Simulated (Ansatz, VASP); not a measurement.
## Br: VASP beside Ansatz

File INCAR:

```
SYSTEM = Br
PREC     = Accurate       ! precision mode
ENCUT    = 600            ! plane-wave cutoff, eV
EDIFF    = 1E-6           ! SCF threshold, eV
ISMEAR   = -1             ! smearing method
SIGMA    = 0.03           ! smearing width, eV
LREAL    = .FALSE.        ! projectors in reciprocal space
LASPH    = .TRUE.         ! aspherical terms in the spheres
NELM     = 80             ! most SCF steps
ALGO     = Normal         ! electronic algorithm
ISIF     = 3              ! what is computed and relaxed
LWAVE    = .FALSE.        ! write WAVECAR
LCHARG   = .FALSE.        ! write CHGCAR
GGA      = PE             ! functional
IBRION   = 2              ! ionic algorithm
NSW      = 100            ! ionic steps
EDIFFG   = -0.005         ! ionic threshold
```

Contents of KPOINTS:

```
regular mesh
0
G
  16 16 16
  0 0 0
```

File POSCAR:

```
Br
1.0
    0.0000000000      1.7717639764      1.7717639764
    1.7717639764      0.0000000000      1.7717639764
    1.7717639764      1.7717639764      0.0000000000
Br
1
Direct
    0.0000000000      0.0000000000      0.0000000000
```

Input for Ansatz:

```yaml
crystal:
  lattice:
    - [0.0, 1.7717639764, 1.7717639764]
    - [1.7717639764, 0.0, 1.7717639764]
    - [1.7717639764, 1.7717639764, 0.0]
  atoms:
    - { symbol: Br, position: [0.0, 0.0, 0.0] }
kpoints:
  mp_grid: { grid: [16, 16, 16] }
scf:
  occupations: { method: fermi_dirac, width: 0.03 }
hamiltonian:
  xc: pbe
  pseudopotentials: { kind: paw }
output:
  forces: true
  stress: true
relax:
  f_tol: 0.005
  max_steps: 80
  cell: {}
```

Alike in both runs: task relaxation of cell and atoms; functional PBE; k mesh 16 × 16 × 16; occupations fermi-dirac, width 0.03 eV; no spin polarisation.

|  | VASP | Ansatz |
| --- | --- | --- |
| version | VASP 6.6.1 | Ansatz 0.2.0 |
| potentials or method | VASP PAW PBE potentials, release 64 (Br) | PAW with Ansatz's default frozen-core files, scalar-relativistic |
| plane-wave cutoff (eV) | 600 | 420 |
| valence electrons in the cell | 7 | 7 |

|  | VASP | Ansatz | Ansatz less VASP |
| --- | --- | --- | --- |
| relaxed volume (Å³/atom) | 26.26 | 26.34 | +0.080 |
| relaxed cell length with the largest relative difference (Å) | 3.337 | 3.340 | +0.0034 |

Noted on VASP's run: the volume moved by over 15 % at a fixed basis, so the end points are rough.
